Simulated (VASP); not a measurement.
Input of a VASP 6.6.1 run:

Contents of INCAR:

```
PREC     = Accurate       # precision mode
ENCUT    = 520            # plane-wave cutoff, eV
EDIFF    = 1E-7           # SCF threshold, eV
ISMEAR   = -1             # smearing method
SIGMA    = 0.05           # smearing width, eV
LREAL    = False          # projectors in reciprocal space
LASPH    = True           # aspherical terms in the spheres
NELM     = 150            # most SCF steps
ALGO     = Normal         # electronic algorithm
ISIF     = 2              # what is computed and relaxed
LWAVE    = False          # write WAVECAR
LCHARG   = True           # write CHGCAR
ISPIN    = 2              # spin polarisation
MAGMOM   = 2 2 0 0        # initial moments
LORBIT   = 11             # projections on sites
LMAXMIX  = 4              # l up to which the mixer works
LELF     = True           # ELF
LVHAR    = True         
NBANDS   = 27             # bands
```

File KPOINTS:

```
regular mesh
0
Gamma
  10 10 5
```

The input POSCAR:

```
CoO
1.0
    3.2603606016      0.0000000000      0.0000000000
   -1.6301803009      2.8235551065      0.0000000000
    0.0000000000      0.0000000000      5.3312594650
Co O
2 2
Direct
    0.3333333333      0.6666666667      0.5033624100
    0.0000000000      0.0000000000      0.0034741400
    0.3333333333      0.6666666667      0.8715556000
    0.0000000000      0.0000000000      0.3716088500
```

Potentials or basis: VASP PAW LDA potentials, release 64 (Co, O).

The run is started by

```sh
$ cat potpaw_LDA.64/Co/POTCAR potpaw_LDA.64/O/POTCAR > POTCAR
$ mpirun -np 1 vasp_std > vasp.out
```

Question: Estimate the site moments.

Answer: Co +2.44; O +0.33 μB.

Question: Predict the net moment.

Answer: 5.74 μB per cell.

Question: Predict the pressure.

Answer: -20.6 GPa.

Question: Estimate the largest force.

Answer: 0.189 eV/Å.

Stress tensor (GPa, compression positive):
```
-21.18   0.00   0.00
  0.00 -21.18   0.00
  0.00   0.00 -19.38
```
